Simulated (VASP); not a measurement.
Here is a VASP 6.6.1 calculation.

Contents of INCAR:

```
PREC = Accurate
ENCUT = 520
EDIFF = 1E-6
ISMEAR = 0
SIGMA = 0.02
LREAL = False
LASPH = True
NELM = 100
ALGO = Normal
ISIF = 2
LWAVE = False
LCHARG = True
GGA = PE
LELF = True
LVHAR = True
NBANDS = 36
```

Contents of KPOINTS:

```
regular mesh
0
Gamma
  12 12 12
```

Contents of POSCAR:

```
Cd3Te2Se
1.0
   -2.2918493275      2.2918493275      9.6949646310
    2.2918493275     -2.2918493275      9.6949646310
    2.2918493275      2.2918493275     -9.6949646310
Cd Te Se
3 2 1
Direct
    0.0000000000      0.0000000000      0.0000000000
    0.3255767872      0.3255767872      0.0000000000
    0.6744232128      0.6744232128      0.0000000000
    0.4126646320      0.9126646320      0.5000000000
    0.0873353680      0.5873353680      0.5000000000
    0.7500000000      0.2500000000      0.5000000000
```

Potentials or basis: VASP PAW PBE potentials, release 64 (Cd, Te, Se).

Launch:

```console
$ cat potpaw_PBE.64/Cd/POTCAR potpaw_PBE.64/Te/POTCAR potpaw_PBE.64/Se/POTCAR > POTCAR
$ mpirun -np 1 vasp_std > vasp.out
```

Predict the band gap on the k mesh.

0.45 eV.

What does it give for the largest force?

0.008 eV/Å.

Predict the pressure.

0.2 GPa.

Forces on the atoms (eV/Å):
```
Cd   0.000  0.000  0.000
Cd   0.000  0.000  0.008
Cd   0.000  0.000 -0.008
Te   0.000  0.000  0.006
Te   0.000  0.000 -0.006
Se   0.000  0.000  0.000
```

Caveat: semilocal functionals underestimate gaps, and a narrow one can read as zero; spin-orbit coupling is left out, which moves the levels of the heavy elements. A k mesh can miss the band edges.
